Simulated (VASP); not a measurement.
Ta2N, 3 atoms in the cell. The structure is trigonal, space group P-3m1 (No. 164). Conventional cell: a = 3.115 Å, b = 3.115 Å, c = 4.871 Å, α = 90.00°, β = 90.00°, γ = 120.00°. Within 3.2 Å of Ta (site symmetry 3m) lie 3 N at 2.18 Å and 12 Ta at 3.00 to 3.12 Å. Within 2.9 Å of N (site symmetry -3m) lie 6 Ta at 2.18 Å. 

- Program: VASP 6.6.1
- Task: single point
- Functional: LDA
- Potentials or basis: VASP PAW LDA potentials, release 64 (Ta_sv_GW, N)
- Cutoff: 700 eV
- k mesh: 18 × 18 × 10
- Occupations: gaussian, width 0.15 eV
- Spin: no spin polarisation
- Dipole correction: no
- Further INCAR settings: ALGO = Normal; EDIFF = 1e-06; NBANDS = 22

Potentials or basis: VASP PAW LDA potentials, release 64 (Ta_sv_GW, N).

The run is started by

```bash
$ cat potpaw_LDA.64/Ta_sv_GW/POTCAR potpaw_LDA.64/N/POTCAR > POTCAR
$ mpirun -np 1 vasp_std > vasp.out
```

Hardware: 1 thread of AMD EPYC 9R45 96-Core Processor (Zen 5) (shared host).

**Question.** How long does it take, and how much memory?

**Answer.** Run time: 4.1 min on 1 thread of AMD EPYC 9R45 96-Core Processor (Zen 5), on a shared host, peak memory 0.48 GiB. Counts: scf iterations 16, k points 330.
